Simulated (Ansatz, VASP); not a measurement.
## Two plane-wave programs on CdSe

```
Cd Se
1.0
     0.00000    2.81423    2.81423
     2.81423    0.00000    2.81423
     2.81423    2.81423    0.00000
Cd Se
1 1
Cartesian
  0.0000 0.0000 0.0000
  2.8142 2.8142 2.8142
```

Alike in both runs: task single point; functional r2SCAN; k mesh 6 × 6 × 6; occupations fermi-dirac, width 0.02 eV; no spin polarisation.

```csv
,VASP,Ansatz
version,VASP 6.6.1,Ansatz 0.2.0
potentials or method,"VASP PAW PBE potentials, release 64 (Cd, Se)","plane waves, PAW"
plane-wave cutoff (eV),520,500
valence electrons in the cell,18,36
```

|  | VASP | Ansatz | Ansatz less VASP |
| --- | --- | --- | --- |
| pressure (GPa) | 2.8 | 2.3 | -0.44 |

VASP's potentials were made for PBE, not for r2SCAN. VASP's potentials hold 18 valence electrons a cell and Ansatz's 36, so a difference there can come from the potentials and not from the codes.
